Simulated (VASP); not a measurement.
Write the native input for VASP 6.6.1 that does the following.

| Item | Value |
| --- | --- |
| Task | single point |
| Functional | PBEsol |
| Potentials or basis | VASP PAW PBE potentials, release 64 (Ti_sv, O) |
| Cutoff | 600 eV |
| k mesh | 2 × 2 × 2, shifted |
| Occupations | gaussian, width 0.02 eV |
| Spin | no spin polarisation |
| Dipole correction | no |
| Further INCAR settings | ALGO = Normal; EDIFF = 1e-06; NBANDS = 141 |

The structure of TiO2 lies in POSCAR:

```
TiO2
1.0
    5.6531883446      1.8843961149     -4.7791527478
   -1.8843961149      5.6531883446      4.7791527478
    1.8843961149     -5.6531883446      4.7791527478
Ti O
10 20
Direct
    0.4011573793      0.7993692582      0.5997947803
    0.6011344724      0.1993714226      0.3997959100
    0.0011370562      0.9993846179     -0.0002200325
    0.8011206460      0.5993399108      0.1997531899
    0.2011202419      0.3993629216      0.7997878087
    0.1011833472      0.4494432088      0.1497982630
    0.3011869965      0.8494290833      0.9497846574
    0.7011946661      0.6494231750      0.5497606976
    0.5011506994      0.2493982949      0.7497630739
    0.9011595826      0.0493988060      0.3497584941
    0.1011740358      0.6568623541      0.3571978382
    0.3011667543      0.0568365970      0.1571831265
    0.7012210784      0.8569188296      0.7571420659
    0.5011308563      0.4567663806      0.9571908853
    0.9011648892      0.2568236466      0.5571994236
    1.0011499425      0.2068172614      0.2072196873
    0.2010800294      0.6067996486      0.0071452319
    0.6011045299      0.4068197113      0.6071841532
    0.4012441264      0.0068231548      0.8072561189
    0.8010250119      0.8067355195      0.4070791275
    0.1012127831      0.2420283235      0.9424265794
    0.3012486551      0.6419848832      0.7424061520
    0.7012449704      0.4419843086      0.3424069077
    0.5011149433      0.0419665085      0.5423332067
    0.9011087554      0.8419490260      0.1422942231
    0.4011388956      0.5919461464      0.3923687430
    0.6011300265      0.9919408531      0.1923947034
    0.0011771809      0.7920160762      0.7923256932
    0.8011483594      0.3919607198      0.9923499903
    0.2010765159      0.1918359760      0.5923950067
```

One way to write it, as run:

INCAR

```
PREC = Accurate
ENCUT = 600
EDIFF = 1E-6
ISMEAR = 0
SIGMA = 0.02
LREAL = F
LASPH = T
NELM = 120
ALGO = Normal
ISIF = 2
LWAVE = F
LCHARG = F
GGA = PS
NBANDS = 141
GGA_COMPAT = F
```

KPOINTS

```
Automatic mesh
0
Gamma
  2 2 2
  0.5 0.5 0.5
```

Potentials or basis: VASP PAW PBE potentials, release 64 (Ti_sv, O).

Run with:

```sh
$ cat potpaw_PBE.64/Ti_sv/POTCAR potpaw_PBE.64/O/POTCAR > POTCAR
$ mpirun -np 1 vasp_std > vasp.out
```

It gave:

The pressure is 0.5 GPa. The largest force is 0.019 eV/Å. The band gap on the k mesh is 2.31 eV.

Caveat: the PAW data sets were made with another functional, which shifts forces and pressure a little.

Run time: 12 min on 1 thread of AMD EPYC 7R43 64-Core Processor (Zen 3) (shared host), peak memory 0.61 GiB.
